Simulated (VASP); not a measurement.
Wanted: the native input for a VASP 6.6.1 run.

* Task: single point
* Functional: r2SCAN
* Potentials or basis: VASP PAW PBE potentials, release 64 (Li_sv)
* Cutoff: 520 eV
* k mesh: 18 × 18 × 6
* Occupations: gaussian, width 0.1 eV
* Spin: no spin polarisation
* Dipole correction: no
* Further INCAR settings: ALGO = Normal; EDIFF = 1e-06; NBANDS = 12

Crystal: Li.

```
Li
1.0
     3.00558    0.00000    0.00000
    -1.50279    2.60291    0.00000
     0.00000    0.00000    7.79298
Li
3
Direct
  0.66667 0.33333 0.67698
  0.66667 0.33333 0.32302
  0.00000 0.00000 0.00000
```

These files were run (other wordings do the same):

POSCAR

```
Li
1.0
    3.0055773030      0.0000000289      0.0000000000
   -1.5027886765      2.6029062830      0.0000000000
    0.0000000000      0.0000000000      7.7929755000
Li
3
Direct
    0.6666666667      0.3333333333      0.6769760000
    0.6666666667      0.3333333333      0.3230240000
    0.0000000000      0.0000000000      0.0000000000
```

INCAR.step1

```
  PREC = Accurate
  ENCUT = 520
  ISMEAR = 0
  SIGMA = 0.1
  LREAL = False
  LASPH = True
  NELM = 60
  NBANDS = 12
  GGA = PE
  ALGO = Normal
  EDIFF = 1E-4
  LWAVE = True
  LCHARG = False
```

INCAR.step2

```
  PREC = Accurate
  ENCUT = 520
  EDIFF = 1E-6
  ISMEAR = 0
  SIGMA = 0.1
  LREAL = False
  LASPH = True
  NELM = 60
  ALGO = Normal
  ISIF = 2
  LWAVE = False
  LCHARG = False
  METAGGA = R2SCAN
  LMIXTAU = True
  NBANDS = 12
  ISTART = 1
```

KPOINTS

```
regular mesh
0
Gamma
  18 18 6
```

Potentials or basis: VASP PAW PBE potentials, release 64 (Li_sv).

Launch:

```console
$ cat potpaw_PBE.64/Li_sv/POTCAR > POTCAR
$ cp INCAR.step1 INCAR
$ mpirun -np 1 vasp_std > vasp.out
$ cp INCAR.step2 INCAR
$ mpirun -np 1 vasp_std > vasp.out
```

It gave:

* Largest force: 0.019 eV/Å
* Band gap on the k mesh: zero (an odd number of electrons rules out a gap without spin polarisation)

Caveat: the PAW data sets were made with another functional, which shifts forces and pressure a little.

It took 4.1 min on 1 thread of Intel(R) Xeon(R) 6975P-C (Granite Rapids), on a shared host, peak memory 0.22 GiB.
